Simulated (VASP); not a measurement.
# ReH4I2N2 (C2/m) in VASP: notebook, part 2 of 2

VASP 6.6.1. Earlier steps stand in the parts before.

### Step 5. Summary

```tsv
k mesh	smearing	gap on the mesh (eV)	pressure (GPa)	largest force (eV/Å)
5 × 5 × 3	fermi-dirac 0.1 eV	none	-4.3	4.19
5 × 5 × 3	tetrahedron	none	-4.4	4.15
5 × 5 × 3, shifted	fermi-dirac 0.1 eV	none	-4.5	4.21
```

Alike in all rows: task single point; level r2SCAN; potentials or basis VASP PAW PBE potentials, release 64 (Re, I, N, H); no spin polarisation; cell as given; cutoff (eV) 520.

Caveats: all runs use coarse meshes; the PAW data sets were made with another functional, which shifts forces and pressure a little; spin-orbit coupling is left out, which moves the levels of the heavy elements; an odd number of electrons without spin polarisation forces a metal; a magnetic or distorted state may lie lower; tetrahedron occupations give inexact forces and stress in metals (at least some runs).

Total energies depend on the potentials used, so only differences within one code and one set of settings carry meaning.
